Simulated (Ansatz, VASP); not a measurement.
**Two plane-wave programs on MgCd2Se3**

```
Mg Cd Se
1.0
     4.34222    0.00000    0.00000
    -2.17111    3.76047    0.00000
     0.00000    0.00000   10.59421
Mg Cd Se
1 2 3
Direct
  0.66667 0.33333 0.33147
  0.00000 0.00000 0.00377
  0.33333 0.66667 0.66388
  0.33333 0.66667 0.91669
  0.66667 0.33333 0.57682
  0.00000 0.00000 0.25737
```

Alike in both runs: task relaxation of cell and atoms; functional PBE; k mesh 6 × 6 × 4; occupations gaussian, width 0.02 eV; no spin polarisation.

|  | VASP | Ansatz |
| --- | --- | --- |
| version | VASP 6.6.1 | Ansatz 0.2.0 |
| potentials or method | VASP PAW PBE potentials, release 64 (Mg, Cd, Se), cutoff 600 eV | scalar-relativistic, plane waves, PAW |
| valence electrons in the cell | 44 | 98 |

VASP gave:

- gap on the k mesh at the Fermi level, each at its own relaxed structure (eV): 0.95
- relaxed volume (Å³/atom): 28.87
- relaxed cell length with the largest relative difference (Å): 10.609

**Question.** Estimate Ansatz's values.

**Answer.** gap on the k mesh at the Fermi level, each at its own relaxed structure (eV): 0.96; relaxed volume (Å³/atom): 28.79; relaxed cell length with the largest relative difference (Å): 10.596.

VASP's potentials hold 44 valence electrons a cell and Ansatz's 98, so a difference there can come from the potentials and not from the codes.
